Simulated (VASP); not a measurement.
# Cd3Te2Se (P3m1) in VASP: further runs

Cd3Te2Se is run at these levels: PBE; tasks: single point.

All numbers are computed with VASP 6.6.1; they aren't measurements. Logs are shortened: lines on timing, memory, paths and dates and some standing lists are left out, and cuts for length are marked.

**1. The cell of the first run**

It takes space group P3m1 (No. 156, trigonal). Conventional cell: a = 4.306 Å, b = 4.306 Å, c = 10.548 Å, α = 90.00°, β = 90.00°, γ = 120.00°. Cd (site symmetry 3m) has 4 Te at 2.64 Å within 3.5 Å. Cd (site symmetry 3m) has 3 Te at 2.64 Å and 1 Se at 2.64 Å within 3.5 Å. Cd (site symmetry 3m) has 1 Te at 2.64 Å and 3 Se at 2.64 Å within 3.5 Å. Within 3.5 Å of Te (site symmetry 3m) lie 4 Cd at 2.64 Å. Te (site symmetry 3m) has 4 Cd at 2.64 Å within 3.5 Å. Se (site symmetry 3m) has 4 Cd at 2.64 Å within 3.5 Å.

**2. Single point, PBE**

INCAR

```
PREC = Accurate ; ENCUT = 520
EDIFF = 1E-6 ; ISMEAR = 0
SIGMA = 0.1 ; LREAL = F
LASPH = T ; NELM = 100
ALGO = Normal ; ISIF = 2
LWAVE = F ; LCHARG = T
GGA = PE ; LELF = T
LVHAR = T ; NBANDS = 36
```

KPOINTS

```
Automatic mesh
0
Gamma
  6 6 2
```

POSCAR

```
Cd3Te2Se
1.0
    4.3061725600      0.0000000000      0.0000000000
   -2.1530862800      3.7292548300      0.0000000000
    0.0000000000      0.0000000000     10.5479255100
Cd Te Se
3 2 1
Direct
    0.0000000000      0.0000000000      0.0000000000
    0.3333333300      0.6666666700      0.6666666700
    0.6666666700      0.3333333300      0.3333333300
    0.0000000000      0.0000000000      0.7500000000
    0.6666666700      0.3333333300      0.0833333300
    0.3333333300      0.6666666700      0.4166666700
```

Potentials or basis: VASP PAW PBE potentials, release 64 (Cd, Te, Se).

Run with:

```
cat potpaw_PBE.64/Cd/POTCAR potpaw_PBE.64/Te/POTCAR potpaw_PBE.64/Se/POTCAR > POTCAR
mpirun -np 1 vasp_std > vasp.out
```

OUTCAR:

```text
PREC = Accurate
   ENCUT = 520
   EDIFF = 1E-6
   ISMEAR = 0
   LREAL = F
   LASPH = T
   NELM = 100
   ISIF = 2
   GGA = PE

 ion  position               nearest neighbor table
   1  0.000  0.000  0.000-   5 2.64   4 2.64   5 2.64   5 2.64
   2  0.333  0.667  0.667-   4 2.64   6 2.64   4 2.64   4 2.64
   3  0.667  0.333  0.333-   5 2.64   6 2.64   6 2.64   6 2.64
   4  0.000  0.000  0.750-   2 2.64   1 2.64   2 2.64   2 2.64
   5  0.667  0.333  0.083-   1 2.64   3 2.64   1 2.64   1 2.64
   6  0.333  0.667  0.417-   2 2.64   3 2.64   3 2.64   3 2.64

  LATTYP: Found a hexagonal cell.
 ALAT       =     4.3061725600
 C/A-ratio  =     2.4494897413

  Lattice vectors:

 A1 = (   4.3061725600,   0.0000000000,   0.0000000000)
 A2 = (  -2.1530862800,   3.7292548300,   0.0000000000)
 A3 = (   0.0000000000,   0.0000000000,  10.5479255100)

Analysis of symmetry for initial positions (statically):
=====================================================================
 Subroutine PRICEL returns:
 Original cell was already a primitive cell.

 Routine SETGRP: Setting up the symmetry group for a
 hexagonal supercell.

 Subroutine GETGRP returns: Found  6 space group operations
 (whereof  6 operations were pure point group operations)
 out of a pool of 24 trial point group operations.

The static configuration has the point symmetry C_3v.

Analysis of symmetry for dynamics (positions and initial velocities):
=====================================================================
 Subroutine PRICEL returns:
 Original cell was already a primitive cell.

 Routine SETGRP: Setting up the symmetry group for a
 hexagonal supercell.

 Subroutine GETGRP returns: Found  6 space group operations
 (whereof  6 operations were pure point group operations)
 out of a pool of 24 trial point group operations.

The dynamic configuration has the point symmetry C_3v.

 Subroutine INISYM returns: Found  6 space group operations
 (whereof  6 operations are pure point group operations),
 and found     1 'primitive' translations

----------------------------------------------------------------------------------------

                                     Primitive cell

  volume of cell :     169.3872
[... 83 lines left out ...]
   LASPH  =      T    aspherical Exc in radial PAW
   ENCUT  =  520.0 eV  38.22 Ry    6.18 a.u.   8.01  8.01 19.61*2*pi/ulx,y,z
   NELM   =    100;   NELMIN=  2; NELMDL= -5     # of ELM steps
   EDIFF  = 0.1E-05   stopping-criterion for ELM
   LREAL  =      F    real-space projection
   EDIFFG = 0.1E-04   stopping-criterion for IOM
   NSW    =      0    number of steps for IOM
   IBRION =     -1    ionic relax: 0-MD 1-quasi-New 2-CG
   NFREE  =      0    steps in history (QN), initial steepest desc. (CG)
   ISIF   =      2    stress and relaxation
   ISYM   =      2    0-nonsym 1-usesym 2-fastsym
   POTIM  = 0.5000    time-step for ionic-motion
   TEBEG  =    0.0;   TEEND  =   0.0 temperature during run
   PSTRESS=    0.0 pullay stress
   NELECT =      54.0000    total number of electrons
   NUPDOWN=      -1.0000    fix difference up-down
   EMIN   =  10.00;   EMAX   =-10.00  energy-range for DOS
   EFERMI =   0.00;   METHOD = LEGACY
   ISMEAR =     0;   SIGMA  =   0.10  broadening in eV -4-tet -1-fermi 0-gaus
   EFERMI_NEDOS =   21; number of points for ismear=-14 and -15
   IALGO  =     38    algorithm
   IMIX   =      4    mixing-type and parameters
     AMIX     =   0.40;   BMIX     =  1.00
     AMIX_MAG =   1.60;   BMIX_MAG =  1.00
  volume/ion in A,a.u.               =      28.23       190.51
  Fermi-wavevector in a.u.,A,eV,Ry     =   1.118354  2.113382 17.017015  1.250715
  Thomas-Fermi vector in A             =   2.254984
   LORBIT       =      0    0 simple, 1 ext, 2 COOP (PROOUT), +10 PAW based schemes
   GGA     = PE    functional components
   LHFCALC =     F    Hartree Fock is set to
   AEXX    =    0.0000 exact exchange contribution
   IVDW    =     0    specifies the selected vdW correction
   LEPSILON=     F    determine dielectric tensor
   LRPA    =     F    only Hartree local field effects (RPA)
 non-spin polarized calculation
 Gauss-broadening in eV      SIGMA  =   0.10
  energy-cutoff  :      520.00
  volume of cell :      169.39
 maximum number of plane-waves:      4576
   NGX = 17   NGY = 17   NGZ = 39

 number of electron      54.0000000 magnetization

 Free energy of the ion-electron system (eV)
  ---------------------------------------------------
  ext. energy  EPLUGINS =         0.00000000
  ---------------------------------------------------
  free energy    TOTEN  =       -13.82475618 eV

  energy without entropy =      -13.82475618  energy(sigma->0) =      -13.82475618

 E-fermi :   3.6521     XC(G=0):  -9.2521

 val. band max:        3.2118916995   @ k =   0.0000   0.0000   0.0000
 cond. band min:       4.0843408709   @ k =   0.0000   0.0000   0.0000
 fundamental gap:      0.8724491714
 Fermi energy:         3.6521445679

 k-point     1 :       0.0000    0.0000    0.0000
  band No.  band energies     occupation
      1      -9.6705      2.00000
      2      -8.8928      2.00000
      3      -8.6264      2.00000
      4      -5.7621      2.00000
      5      -5.7621      2.00000
      6      -5.6539      2.00000
[... 535 lines left out ...]
     35       9.3881      0.00000
     36       9.4862      0.00000

------------------------ aborting loop because EDIFF is reached ----------------------------------------

  FORCE on cell =-STRESS in cart. coord.  units (eV):
  Direction    XX          YY          ZZ          XY          YZ          ZX
  --------------------------------------------------------------------------------------
  -------------------------------------------------------------------------------------
  Total       12.5039341     12.5039341     12.1996730     -0.0000000      0.0000000      0.0000000
  in kB      118.2705764    118.2705764    115.3926719     -0.0000000      0.0000000      0.0000000
  external PRESSURE =     117.3112749 kB  Pullay stress =       0.0000000 kB

 VOLUME and BASIS-vectors are now :
 -----------------------------------------------------------------------------
  energy-cutoff  :      520.00
  volume of cell :      169.39
      direct lattice vectors                 reciprocal lattice vectors
     4.306172560  0.000000000  0.000000000     0.232224786  0.134075043  0.000000000
    -2.153086280  3.729254830  0.000000000     0.000000000  0.268150085  0.000000000
     0.000000000  0.000000000 10.547925510     0.000000000  0.000000000  0.094805372

 POSITION                                       TOTAL-FORCE (eV/Angst)
 -----------------------------------------------------------------------------------
      0.00000      0.00000      0.00000         0.000000      0.000000      0.004367
     -0.00000      2.48617      7.03195        -0.000000      0.000000     -0.982558
      2.15309      1.24308      3.51598        -0.000000     -0.000000      0.964337
      0.00000      0.00000      7.91094         0.000000      0.000000     -0.193007
      2.15309      1.24308      0.87899         0.000000      0.000000      0.149428
     -0.00000      2.48617      4.39497         0.000000      0.000000      0.057434
 -----------------------------------------------------------------------------------
    total drift:                                0.000003     -0.000001     -0.000134

  FREE ENERGIE OF THE ION-ELECTRON SYSTEM (eV)
  ---------------------------------------------------
  free  energy   TOTEN  =       -13.8247561785 eV

  energy  without entropy=      -13.8247561785  energy(sigma->0) =      -13.82475618
```

Wall time 67 s (1 thread of Intel Xeon Platinum 8488C (Sapphire Rapids), shared host); peak memory 0.31 GiB.

What came out:

| Item | Value |
| --- | --- |
| Free energy | -13.8248 eV |
| Pressure | 11.7 GPa |
| Largest force | 0.983 eV/Å |
| Band gap on the k mesh | 0.87 eV, direct |

Forces in eV/Å, atoms in the order of the input:
```
Cd   0.000  0.000  0.004
Cd   0.000  0.000 -0.983
Cd   0.000  0.000  0.964
Te   0.000  0.000 -0.193
Te   0.000  0.000  0.149
Se   0.000  0.000  0.057
```

Stress tensor (GPa, compression positive):
```
11.83  0.00  0.00
 0.00 11.83  0.00
 0.00  0.00 11.54
```

Levels at points of the mesh, in eV from the valence-band top:
| k point | band 23 | band 24 | band 25 | band 26 | band 27 | band 28 | band 29 | band 30 | band 31 | band 32 |
| --- | --- | --- | --- | --- | --- | --- | --- | --- | --- | --- |
| (0.00, 0.00, 0.00) | -0.71 | -0.71 | -0.09 | 0.00 | 0.00 | 0.87 | 2.23 | 2.30 | 4.76 | 4.76 |
| (0.50, 0.00, 0.00) | -2.40 | -2.08 | -2.03 | -1.51 | -1.37 | 2.37 | 2.79 | 3.01 | 3.21 | 4.65 |
| (0.00, 0.00, 0.50) | -1.09 | -0.47 | -0.47 | -0.16 | -0.16 | 1.76 | 2.26 | 2.34 | 4.70 | 4.98 |
| (0.50, 0.00, 0.50) | -2.71 | -2.13 | -2.09 | -1.04 | -1.04 | 2.02 | 2.73 | 2.95 | 3.73 | 4.11 |

Caveat: spin-orbit coupling is left out, which moves the levels of the heavy elements.

**3. Single point, PBE**

This run uses another cell than the first one, of 33.99 Å³/atom, 1.204 times its volume.

INCAR

```
PREC     = Accurate       # precision mode
ENCUT    = 520            # plane-wave cutoff, eV
EDIFF    = 1E-7           # SCF threshold, eV
ISMEAR   = 0              # smearing method
SIGMA    = 0.1            # smearing width, eV
LREAL    = False          # projectors in reciprocal space
LASPH    = True           # aspherical terms in the spheres
NELM     = 80             # most SCF steps
ALGO     = Normal         # electronic algorithm
ISIF     = 2              # what is computed and relaxed
LWAVE    = False          # write WAVECAR
LCHARG   = False          # write CHGCAR
GGA      = PE             # functional
NBANDS   = 36             # bands
```

KPOINTS is that of step 2.

POSCAR

```
Cd3Te2Se
1.0
    4.5828216393      0.0000000000      0.0000000000
   -2.2914108196      3.9688399606      0.0000000000
    0.0000000000      0.0000000000     11.2126564480
Cd Te Se
3 2 1
Direct
    0.0000000000      0.0000000000     -0.0006495504
    0.3333333333      0.6666666667      0.6541370846
    0.6666666667      0.3333333333      0.3459817235
    0.0000000000      0.0000000000      0.7451071983
    0.6666666667      0.3333333333      0.0904998563
    0.3333333333      0.6666666667      0.4149236878
```

Potentials or basis: VASP PAW PBE potentials, release 64 (Cd, Te, Se).

Run with:

```
cat potpaw_PBE.64/Cd/POTCAR potpaw_PBE.64/Te/POTCAR potpaw_PBE.64/Se/POTCAR > POTCAR
mpirun -np 1 vasp_std > vasp.out
```

OUTCAR:

```text
PREC = Accurate
   ENCUT = 520
   EDIFF = 1E-7
   ISMEAR = 0
   LREAL = False
   LASPH = True
   NELM = 80
   ISIF = 2
   GGA = PE

 ion  position               nearest neighbor table
   1  0.000  0.000  0.999-   5 2.84   5 2.84   5 2.84   4 2.85
   2  0.333  0.667  0.654-   6 2.68   4 2.84   4 2.84   4 2.84
   3  0.667  0.333  0.346-   6 2.76   6 2.76   6 2.76   5 2.86
   4  0.000  0.000  0.745-   2 2.84   2 2.84   2 2.84   1 2.85
   5  0.667  0.333  0.090-   1 2.84   1 2.84   1 2.84   3 2.86
   6  0.333  0.667  0.415-   2 2.68   3 2.76   3 2.76   3 2.76

  LATTYP: Found a hexagonal cell.
 ALAT       =     4.5828216393
 C/A-ratio  =     2.4466709225

  Lattice vectors:

 A1 = (   4.5828216393,   0.0000000000,   0.0000000000)
 A2 = (  -2.2914108196,   3.9688399606,   0.0000000000)
 A3 = (   0.0000000000,   0.0000000000,  11.2126564480)

Analysis of symmetry for initial positions (statically):
=====================================================================
 Subroutine PRICEL returns:
 Original cell was already a primitive cell.

[... 170 lines left out ...]
 cond. band min:       1.8284926653   @ k =   0.0000   0.0000   0.0000
 fundamental gap:      0.2505423940
 Fermi energy:         1.7150368737

 k-point     1 :       0.0000    0.0000    0.0000
  band No.  band energies     occupation
      1     -10.8248      2.00000
      2      -9.2557      2.00000
      3      -9.0874      2.00000
      4      -6.5802      2.00000
      5      -6.5802      2.00000
      6      -6.5677      2.00000
[... 535 lines left out ...]
     35       7.4699      0.00000
     36       7.5097      0.00000

------------------------ aborting loop because EDIFF is reached ----------------------------------------

  FORCE on cell =-STRESS in cart. coord.  units (eV):
  Direction    XX          YY          ZZ          XY          YZ          ZX
  --------------------------------------------------------------------------------------
  -------------------------------------------------------------------------------------
  Total        0.2151053      0.2151053      0.2143791      0.0000000      0.0000000     -0.0000000
  in kB        1.6898828      1.6898828      1.6841780      0.0000000      0.0000000     -0.0000000
  external PRESSURE =       1.6879812 kB  Pullay stress =       0.0000000 kB

 VOLUME and BASIS-vectors are now :
 -----------------------------------------------------------------------------
  energy-cutoff  :      520.00
  volume of cell :      203.94
      direct lattice vectors                 reciprocal lattice vectors
     4.582821639  0.000000000  0.000000000     0.218206179  0.125981396  0.000000000
    -2.291410820  3.968839961  0.000000000     0.000000000  0.251962793  0.000000000
     0.000000000  0.000000000 11.212656448     0.000000000  0.000000000  0.089184932

 POSITION                                       TOTAL-FORCE (eV/Angst)
 -----------------------------------------------------------------------------------
      0.00000      0.00000     11.20537         0.000000      0.000000      0.002398
     -0.00000      2.64589      7.33461         0.000000     -0.000000      0.001745
      2.29141      1.32295      3.87937        -0.000000      0.000000      0.001646
      0.00000      0.00000      8.35463        -0.000000      0.000000      0.004066
      2.29141      1.32295      1.01474        -0.000000     -0.000000      0.008218
     -0.00000      2.64589      4.65240        -0.000000      0.000000     -0.018073
 -----------------------------------------------------------------------------------
    total drift:                                0.000001     -0.000000      0.000003

  FREE ENERGIE OF THE ION-ELECTRON SYSTEM (eV)
  ---------------------------------------------------
  free  energy   TOTEN  =       -15.0264383574 eV

  energy  without entropy=      -15.0259709589  energy(sigma->0) =      -15.02620466
```

OSZICAR:

```text
N       E                     dE             d eps       ncg     rms          rms(c)
DAV:   1     0.350352948632E+03    0.35035E+03   -0.24497E+04  1008   0.131E+03
DAV:   2     0.486219371963E+01   -0.34549E+03   -0.33538E+03  1096   0.318E+02
DAV:   3    -0.156279451093E+02   -0.20490E+02   -0.20343E+02  1192   0.756E+01
DAV:   4    -0.159050731772E+02   -0.27713E+00   -0.27685E+00  1252   0.775E+00
DAV:   5    -0.159076093483E+02   -0.25362E-02   -0.25360E-02  1200   0.780E-01    0.885E+00
DAV:   6    -0.150624643665E+02    0.84514E+00   -0.16958E+00  1116   0.101E+01    0.724E+00
DAV:   7    -0.150284933822E+02    0.33971E-01   -0.70314E-01  1080   0.347E+00    0.262E+00
DAV:   8    -0.150250536924E+02    0.34397E-02   -0.66518E-02  1144   0.213E+00    0.668E-01
DAV:   9    -0.150262829099E+02   -0.12292E-02   -0.11877E-02  1108   0.860E-01    0.213E-01
DAV:  10    -0.150263005271E+02   -0.17617E-04   -0.97837E-04  1140   0.272E-01    0.130E-01
DAV:  11    -0.150264357617E+02   -0.13523E-03   -0.49404E-04  1116   0.124E-01    0.344E-02
DAV:  12    -0.150264212509E+02    0.14511E-04   -0.86759E-05  1160   0.608E-02    0.163E-02
DAV:  13    -0.150264321144E+02   -0.10864E-04   -0.15442E-05  1124   0.223E-02    0.101E-02
DAV:  14    -0.150264380958E+02   -0.59814E-05   -0.95397E-06  1092   0.159E-02    0.636E-03
DAV:  15    -0.150264382942E+02   -0.19841E-06   -0.11202E-06  1184   0.816E-03    0.110E-03
DAV:  16    -0.150264383574E+02   -0.63157E-07   -0.37904E-07   888   0.245E-03
   1 F= -.15026438E+02 E0= -.15026205E+02  d E =-.467399E-03
```

stdout:

```text
POSCAR found type information on POSCAR CdTeSe
 POSCAR found :  3 types and       6 ions
 scaLAPACK will be used
 LDA part: xc-table for (Slater+PW92), standard interpolation
 POSCAR, INCAR and KPOINTS ok, starting setup
 FFT: planning ... GRIDC
 FFT: planning ... GRID_SOFT
 FFT: planning ... GRID
 WAVECAR not read
 entering main loop
```

Run time: 94 s. Hardware: 1 thread of Intel Xeon Platinum 8488C (Sapphire Rapids), shared host; peak memory 0.37 GiB.

What came out:

```yaml
Free_energy: -15.0264 eV
Pressure: 0.2 GPa
Largest_force: 0.018 eV/Å
Band_gap_on_the_k_mesh: 0.25 eV, direct
```

Forces in eV/Å, atoms in the order of the input:
```
Cd   0.000  0.000  0.002
Cd   0.000  0.000  0.002
Cd   0.000  0.000  0.002
Te   0.000  0.000  0.004
Te   0.000  0.000  0.008
Se   0.000  0.000 -0.018
```

Caveat: spin-orbit coupling is left out, which moves the levels of the heavy elements.
